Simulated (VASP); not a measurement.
# MoS2 (P-3m1) in VASP: a series of runs

Aim: see how the results for MoS2 move with the level of theory and the settings. Levels: BLYP, PBE, revPBE. Tasks: single point.

Everything below comes from runs of VASP 6.6.1. Logs are shortened: lines on timing, memory, paths and dates and some standing lists are left out, and cuts for length are marked.

### 1 The cell of the first run

Symmetry: P-3m1, No. 164, trigonal system. The conventional cell has a = 3.227 Å, b = 3.227 Å, c = 6.312 Å, α = 90.00°, β = 90.00°, γ = 120.00°. Mo (site symmetry -3m) has 6 S at 2.42 Å within 3.2 Å. S (site symmetry 3m) has 3 Mo at 2.42 Å within 3.2 Å.

### 2 Single point, BLYP

Input file INCAR:

```
  PREC = Accurate
  ENCUT = 520
  EDIFF = 1E-6
  ISMEAR = -1
  SIGMA = 0.05
  LREAL = False
  LASPH = True
  NELM = 60
  ALGO = Normal
  ISIF = 2
  LWAVE = False
  LCHARG = False
  GGA = B5
  ALDAX = 1.0
  AGGAX = 1.0
  AGGAC = 1.0
  ALDAC = 0.0
  NBANDS = 20
```

Input file KPOINTS:

```
regular mesh
0
Gamma
  9 9 4
```

Input file POSCAR:

```
MoS2
1.0
    3.2274645616      0.0000000000      0.0000000000
   -1.6137322808      2.7950663001      0.0000000000
    0.0000000000      0.0000000000      6.3124734200
Mo S
1 2
Direct
    0.0000000000      0.0000000000      0.5000000000
    0.6666666667      0.3333333333      0.7446806800
    0.3333333333      0.6666666667      0.2553193200
```

Potentials or basis: VASP PAW PBE potentials, release 64 (Mo_sv, S).

On the command line:

```console
$ cat potpaw_PBE.64/Mo_sv/POTCAR potpaw_PBE.64/S/POTCAR > POTCAR
$ mpirun -np 1 vasp_std > vasp.out
```

OUTCAR:

```text
PREC = Accurate
   ENCUT = 520
   EDIFF = 1E-6
   ISMEAR = -1
   LREAL = False
   LASPH = True
   NELM = 60
   ISIF = 2
   GGA = B5

 ion  position               nearest neighbor table
   1  0.000  0.000  0.500-   2 2.42   3 2.42   3 2.42   2 2.42   2 2.42   3 2.42
   2  0.667  0.333  0.745-   1 2.42   1 2.42   1 2.42
   3  0.333  0.667  0.255-   1 2.42   1 2.42   1 2.42

  LATTYP: Found a hexagonal cell.
 ALAT       =     3.2274645616
 C/A-ratio  =     1.9558614199

  Lattice vectors:

 A1 = (   3.2274645616,   0.0000000000,   0.0000000000)
 A2 = (  -1.6137322808,   2.7950663001,   0.0000000000)
 A3 = (   0.0000000000,   0.0000000000,   6.3124734200)

Analysis of symmetry for initial positions (statically):
=====================================================================
 Subroutine PRICEL returns:
 Original cell was already a primitive cell.

 Routine SETGRP: Setting up the symmetry group for a
 hexagonal supercell.

 Subroutine GETGRP returns: Found 12 space group operations
 (whereof 12 operations were pure point group operations)
 out of a pool of 24 trial point group operations.

The static configuration has the point symmetry D_3d.

Analysis of symmetry for dynamics (positions and initial velocities):
=====================================================================
 Subroutine PRICEL returns:
 Original cell was already a primitive cell.

 Routine SETGRP: Setting up the symmetry group for a
 hexagonal supercell.

 Subroutine GETGRP returns: Found 12 space group operations
 (whereof 12 operations were pure point group operations)
 out of a pool of 24 trial point group operations.

The dynamic configuration has the point symmetry D_3d.

 Subroutine INISYM returns: Found 12 space group operations
 (whereof 12 operations are pure point group operations),
 and found     1 'primitive' translations

----------------------------------------------------------------------------------------

                                     Primitive cell

  volume of cell :      56.9447

  direct lattice vectors                    reciprocal lattice vectors
     3.227464562  0.000000000  0.000000000     0.309840737  0.178886633  0.000000000
    -1.613732281  2.795066300  0.000000000     0.000000000  0.357773266  0.000000000
     0.000000000  0.000000000  6.312473420     0.000000000  0.000000000  0.158416509

  length of vectors
     3.227464562  3.227464562  6.312473420     0.357773266  0.357773266  0.158416509

  position of ions in fractional coordinates (direct lattice)
     0.000000000  0.000000000  0.500000000
     0.666666667  0.333333333  0.744680680
     0.333333333  0.666666667  0.255319320

  ion indices of the primitive-cell ions
   primitive index   ion index
                 1           1
                 2           2
                 3           3

----------------------------------------------------------------------------------------

 KPOINTS: regular mesh

Automatic generation of k-mesh.
 Grid dimensions read from file:
 generate k-points for:    9    9    4

 Generating k-lattice:

  Cartesian coordinates                     Fractional coordinates (reciprocal lattice)
     0.034426749  0.019876293  0.000000000     0.111111111  0.000000000  0.000000000
     0.000000000  0.039752585  0.000000000     0.000000000  0.111111111  0.000000000
     0.000000000  0.000000000  0.039604127     0.000000000  0.000000000  0.250000000

  Length of vectors
     0.039752585  0.039752585  0.039604127

  Shift w.r.t. Gamma in fractional coordinates (k-lattice)
     0.000000000  0.000000000  0.000000000

 Subroutine IBZKPT returns following result:
 ===========================================

 Found     43 irreducible k-points:

 Following reciprocal coordinates:
            Coordinates               Weight
  0.000000  0.000000  0.000000      1.000000
  0.111111  0.000000  0.000000      6.000000
  0.222222  0.000000  0.000000      6.000000
  0.333333  0.000000  0.000000      6.000000
  0.444444  0.000000  0.000000      6.000000
  0.111111  0.111111  0.000000      6.000000
[... 16 lines left out ...]
  0.222222  0.111111  0.250000     12.000000
 -0.111111  0.333333  0.250000     12.000000
 [... further k-points ...]
   k-points           NKPTS =     43   k-points in BZ     NKDIM =     43   number of bands    NBANDS=     20
   number of dos      NEDOS =    301   number of ions     NIONS =      3
   total plane-waves  NPLWV =  27648
   dimension x,y,z NGX =    24 NGY =   24 NGZ =   48
   dimension x,y,z NGXF=    48 NGYF=   48 NGZF=   96
   ions per type =               1   2
   NGX,Y,Z   is equivalent  to a cutoff of  12.36, 12.36, 12.64 a.u.
   NGXF,Y,Z  is equivalent  to a cutoff of  24.72, 24.72, 25.28 a.u.
 SYSTEM =  unknown system
   PREC   = accura    normal or accurate (medium, high low for compatibility)
   ISTART =      0    job   : 0-new  1-cont  2-samecut
   ICHARG =      2    charge: 1-file 2-atom 10-const
   ISPIN  =      1    spin polarized calculation?
   LNONCOLLINEAR =      F non collinear calculations
   LSORBIT =      F    spin-orbit coupling
   LASPH  =      T    aspherical Exc in radial PAW
   ENCUT  =  520.0 eV  38.22 Ry    6.18 a.u.   6.00  6.00 11.74*2*pi/ulx,y,z
   NELM   =     60;   NELMIN=  2; NELMDL= -5     # of ELM steps
   EDIFF  = 0.1E-05   stopping-criterion for ELM
   LREAL  =      F    real-space projection
   EDIFFG = 0.1E-04   stopping-criterion for IOM
   NSW    =      0    number of steps for IOM
   IBRION =     -1    ionic relax: 0-MD 1-quasi-New 2-CG
   NFREE  =      0    steps in history (QN), initial steepest desc. (CG)
   ISIF   =      2    stress and relaxation
   ISYM   =      2    0-nonsym 1-usesym 2-fastsym
   POTIM  = 0.5000    time-step for ionic-motion
   TEBEG  =    0.0;   TEEND  =   0.0 temperature during run
   PSTRESS=    0.0 pullay stress
   NELECT =      26.0000    total number of electrons
   NUPDOWN=      -1.0000    fix difference up-down
   EMIN   =  10.00;   EMAX   =-10.00  energy-range for DOS
   EFERMI =   0.00;   METHOD = LEGACY
   ISMEAR =    -1;   SIGMA  =   0.05  broadening in eV -4-tet -1-fermi 0-gaus
   EFERMI_NEDOS =   21; number of points for ismear=-14 and -15
   IALGO  =     38    algorithm
   IMIX   =      4    mixing-type and parameters
     AMIX     =   0.40;   BMIX     =  1.00
     AMIX_MAG =   1.60;   BMIX_MAG =  1.00
  volume/ion in A,a.u.               =      18.98       128.09
  Fermi-wavevector in a.u.,A,eV,Ry     =   1.260612  2.382212 21.621610  1.589144
  Thomas-Fermi vector in A             =   2.394113
   LORBIT       =      0    0 simple, 1 ext, 2 COOP (PROOUT), +10 PAW based schemes
   GGA     = B5    functional components
   LHFCALC =     F    Hartree Fock is set to
   AEXX    =    0.0000 exact exchange contribution
   IVDW    =     0    specifies the selected vdW correction
   LEPSILON=     F    determine dielectric tensor
   LRPA    =     F    only Hartree local field effects (RPA)
 non-spin polarized calculation
  energy-cutoff  :      520.00
  volume of cell :       56.94
 maximum number of plane-waves:      1557
   NGX = 13   NGY = 13   NGZ = 23

 number of electron      26.0000001 magnetization

 Free energy of the ion-electron system (eV)
  ---------------------------------------------------
  ext. energy  EPLUGINS =         0.00000000
  ---------------------------------------------------
  free energy    TOTEN  =       -18.51090066 eV

  energy without entropy =      -18.50162402  energy(sigma->0) =      -18.50626234

 E-fermi :   7.3035     XC(G=0):  -9.8882

 val. band max:        7.3020240065   @ k =   0.3333   0.2222   0.0000
 cond. band min:       7.4610341003   @ k =  -0.1111   0.3333   0.2500
 fundamental gap:      0.1590100938
 Fermi energy:         7.3034873715

 k-point     1 :       0.0000    0.0000    0.0000
  band No.  band energies     occupation
      1     -54.3181      2.00000
      2     -28.4600      2.00000
      3     -28.4471      2.00000
      4     -28.4471      2.00000
      5      -7.4538      2.00000
      6      -6.0498      2.00000
[... 12 lines left out ...]
     19      13.6798      0.00000
     20      17.0403      0.00000

 k-point     2 :       0.1111    0.0000    0.0000
  band No.  band energies     occupation
      1     -54.3145      2.00000
      2     -28.4854      2.00000
      3     -28.4559      2.00000
      4     -28.4525      2.00000
      5      -7.2732      2.00000
      6      -6.0139      2.00000
[... 12 lines left out ...]
     19      14.5149      0.00000
     20      16.6120      0.00000

 k-point     3 :       0.2222    0.0000    0.0000
  band No.  band energies     occupation
      1     -54.3051      2.00000
      2     -28.5813      2.00000
      3     -28.4781      2.00000
      4     -28.4333      2.00000
      5      -6.7824      2.00000
      6      -5.9150      2.00000
[... 12 lines left out ...]
     19      15.2279      0.00000
     20      16.0639      0.00000

 k-point     4 :       0.3333    0.0000    0.0000
  band No.  band energies     occupation
      1     -54.2945      2.00000
      2     -28.6887      2.00000
      3     -28.5032      2.00000
      4     -28.4115      2.00000
      5      -6.1949      2.00000
      6      -5.7242      2.00000
[... 12 lines left out ...]
     19      14.5518      0.00000
     20      15.3538      0.00000

 k-point     5 :       0.4444    0.0000    0.0000
  band No.  band energies     occupation
      1     -54.2876      2.00000
      2     -28.7577      2.00000
      3     -28.5195      2.00000
      4     -28.3971      2.00000
      5      -5.9497      2.00000
      6      -5.3516      2.00000
[... 12 lines left out ...]
     19      14.1861      0.00000
     20      15.5938      0.00000

 k-point     6 :       0.1111    0.1111    0.0000
  band No.  band energies     occupation
      1     -54.3080      2.00000
      2     -28.5490      2.00000
      3     -28.4750      2.00000
      4     -28.4390      2.00000
      5      -6.9353      2.00000
      6      -5.9479      2.00000
[... 12 lines left out ...]
     19      15.6600      0.00000
     20      16.3876      0.00000

 k-point     7 :       0.2222    0.1111    0.0000
  band No.  band energies     occupation
      1     -54.2980      2.00000
      2     -28.6426      2.00000
      3     -28.5066      2.00000
      4     -28.4186      2.00000
      5      -6.3658      2.00000
      6      -5.8266      2.00000
[... 12 lines left out ...]
     19      15.3603      0.00000
     20      15.6805      0.00000
[... 277 lines left out ...]
 k-point    20 :       0.4444    0.0000    0.2500
  band No.  band energies     occupation
      1     -54.2876      2.00000
      2     -28.7577      2.00000
      3     -28.5195      2.00000
      4     -28.3972      2.00000
      5      -6.0010      2.00000
      6      -5.2794      2.00000
[... 12 lines left out ...]
     19      13.6822      0.00000
     20      15.4841      0.00000

 k-point    21 :       0.0000    0.4444    0.2500
  band No.  band energies     occupation
      1     -54.2876      2.00000
      2     -28.7577      2.00000
      3     -28.5195      2.00000
      4     -28.3972      2.00000
      5      -5.9550      2.00000
      6      -5.3450      2.00000
[... 12 lines left out ...]
     19      13.8706      0.00000
     20      14.8405      0.00000

 k-point    22 :       0.1111    0.1111    0.2500
  band No.  band energies     occupation
      1     -54.3080      2.00000
      2     -28.5490      2.00000
      3     -28.4750      2.00000
      4     -28.4390      2.00000
      5      -6.8592      2.00000
      6      -6.0539      2.00000
[... 12 lines left out ...]
     19      15.6982      0.00000
     20      16.3827      0.00000

 k-point    23 :       0.2222    0.1111    0.2500
  band No.  band energies     occupation
      1     -54.2980      2.00000
      2     -28.6426      2.00000
      3     -28.5066      2.00000
      4     -28.4186      2.00000
      5      -6.3346      2.00000
      6      -5.8599      2.00000
[... 12 lines left out ...]
     19      15.2823      0.00000
     20      16.3115      0.00000

 k-point    24 :      -0.1111    0.3333    0.2500
  band No.  band energies     occupation
      1     -54.2980      2.00000
      2     -28.6426      2.00000
      3     -28.5066      2.00000
      4     -28.4186      2.00000
      5      -6.2783      2.00000
      6      -5.9293      2.00000
[... 12 lines left out ...]
     19      15.6472      0.00000
     20      15.9382      0.00000

 [... further k-points ...]
[... 5 lines left out ...]
  --------------------------------------------------------------------------------------
  -------------------------------------------------------------------------------------
  Total        2.7996641      2.7996641      2.7523105     -0.0000000     -0.0000000      0.0000000
  in kB       78.7704551     78.7704551     77.4381281     -0.0000000     -0.0000000      0.0000000
  external PRESSURE =      78.3263461 kB  Pullay stress =       0.0000000 kB

 VOLUME and BASIS-vectors are now :
 -----------------------------------------------------------------------------
  energy-cutoff  :      520.00
  volume of cell :       56.94
      direct lattice vectors                 reciprocal lattice vectors
     3.227464562  0.000000000  0.000000000     0.309840737  0.178886633  0.000000000
    -1.613732281  2.795066300  0.000000000     0.000000000  0.357773266  0.000000000
     0.000000000  0.000000000  6.312473420     0.000000000  0.000000000  0.158416509

 POSITION                                       TOTAL-FORCE (eV/Angst)
 -----------------------------------------------------------------------------------
      0.00000      0.00000      3.15624         0.000000      0.000000      0.000000
      1.61373      0.93169      4.70078        -0.000000      0.000000      0.672668
     -0.00000      1.86338      1.61170         0.000000     -0.000000     -0.672668
 -----------------------------------------------------------------------------------
    total drift:                                0.000000     -0.000000      0.000000

  FREE ENERGIE OF THE ION-ELECTRON SYSTEM (eV)
  ---------------------------------------------------
  free  energy   TOTEN  =       -18.5109006573 eV

  energy  without entropy=      -18.5016240217  energy(sigma->0) =      -18.50626234
```

Run time: 20 s. Hardware: 1 thread of Intel Xeon 6975P-C (Granite Rapids), shared host; peak memory 0.19 GiB.

What came out:

- Free energy: -18.5109 eV
- Pressure: 7.8 GPa
- Largest force: 0.673 eV/Å
- Band gap on the k mesh: zero (band 13 reaches 7.94 eV, above the bottom of band 14 at 6.89 eV)

Forces on the atoms (eV/Å):
```
Mo   0.000  0.000  0.000
S    0.000  0.000  0.673
S    0.000  0.000 -0.673
```

Caveat: the PAW data sets were made with another functional, which shifts forces and pressure a little; this functional lacks dispersion, which binds the layers, so the pressure and a relaxed spacing across them are unreliable.

### 3 Single point, PBE

Input file INCAR:

```
PREC     = Accurate       # precision mode
ENCUT    = 520            # plane-wave cutoff, eV
EDIFF    = 1E-6           # SCF threshold, eV
ISMEAR   = 0              # smearing method
SIGMA    = 0.012          # smearing width, eV
LREAL    = False          # projectors in reciprocal space
LASPH    = True           # aspherical terms in the spheres
NELM     = 100            # most SCF steps
ALGO     = Normal         # electronic algorithm
ISIF     = 2              # what is computed and relaxed
LWAVE    = False          # write WAVECAR
LCHARG   = True           # write CHGCAR
GGA      = PE             # functional
LELF     = True           # ELF
LVHAR    = True         
NBANDS   = 20             # bands
```

Input file KPOINTS:

```
Automatic mesh
0
Gamma
  9 9 4
```

POSCAR is that of step 2.

Potentials or basis: VASP PAW PBE potentials, release 64 (Mo_sv, S).

On the command line:

```console
$ cat potpaw_PBE.64/Mo_sv/POTCAR potpaw_PBE.64/S/POTCAR > POTCAR
$ mpirun -np 1 vasp_std > vasp.out
```

Wall time 14 s (1 thread of Intel Xeon 6975P-C (Granite Rapids), shared host); peak memory 0.19 GiB.

The run converged. Its results:

| Property | Result |
| --- | --- |
| Free energy | -21.0066 eV |
| Pressure | 0.9 GPa |
| Largest force | 0.290 eV/Å |
| Band gap on the k mesh | zero (band 13 reaches 7.55 eV, above the bottom of band 14 at 6.52 eV) |

Forces on the atoms (eV/Å):
```
Mo   0.000  0.000  0.000
S    0.000  0.000  0.290
S    0.000  0.000 -0.290
```

Stress tensor (GPa, compression positive):
```
-0.06  0.00  0.00
 0.00 -0.06  0.00
 0.00  0.00  2.98
```

Levels at points of the mesh, in eV from the Fermi level:
| k point | band 10 | band 11 | band 12 | band 13 | band 14 | band 15 | band 16 | band 17 |
| --- | --- | --- | --- | --- | --- | --- | --- | --- |
| (0.00, 0.00, 0.00) | -1.83 | -1.04 | -0.93 | -0.93 | -0.32 | -0.32 | 3.20 | 3.20 |
| (0.00, 0.00, 0.50) | -3.56 | -0.94 | -0.94 | -0.38 | -0.38 | -0.07 | 3.36 | 3.36 |

Caveat: this functional lacks dispersion, which binds the layers, so the pressure and a relaxed spacing across them are unreliable.

(Continued in part 2 of 2.)
